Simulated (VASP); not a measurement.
Runs of VASP 6.6.1 on Al5N. The structure is that of space group P6/mmm (No. 191), or close to it. The cells are those of the table. The cell was built from a structure type or drawn by symmetry, and may not be a known phase.

```csv
task,spin,cell,k mesh,cutoff (eV),k mesh for the DOS,occupations for the DOS,gap on the mesh (eV),pressure (GPa),moment (μB)
single point,off,"a = 5.075, b = 5.075, c = 4.225 Å, angles 90.0, 90.0, 120.0°, 6 atoms",6 × 6 × 4,520,-,-,none,(a),-
single point,"collinear, ferromagnetic start","a = 5.227, b = 5.227, c = 4.618 Å, angles 90.0, 90.0, 120.0°, 6 atoms",6 × 6 × 4,520,-,-,none,(b),1.67
single point,"collinear, ferromagnetic start","a = 5.194, b = 5.194, c = 4.662 Å, angles 90.0, 90.0, 120.0°, 6 atoms",12 × 12 × 8,520,18 × 18 × 12,tetrahedron,-,-,1.74
single point,"collinear, ferromagnetic start","a = 5.075, b = 5.075, c = 4.225 Å, angles 90.0, 90.0, 120.0°, 6 atoms",6 × 6 × 4,520,-,-,none,12.0,1.10
relaxation of cell and atoms,"collinear, ferromagnetic start","relaxed from a = 5.075, b = 5.075, c = 4.225 Å, angles 90.0, 90.0, 120.0°, 6 atoms",6 × 6 × 4,600,-,-,none,-0.1,1.67
```

Alike in all rows: level PBE; potentials or basis VASP PAW PBE potentials, release 64 (Al, N); smearing gaussian 0.1 eV.

Problem. Fill in the values left out.

Solution. (a) 10.8; (b) 0.0.

Caveats: some runs use coarse meshes; tetrahedron occupations give inexact forces and stress in metals (at least some runs).

A gap of «none» marks levels without a gap at the run's occupations.
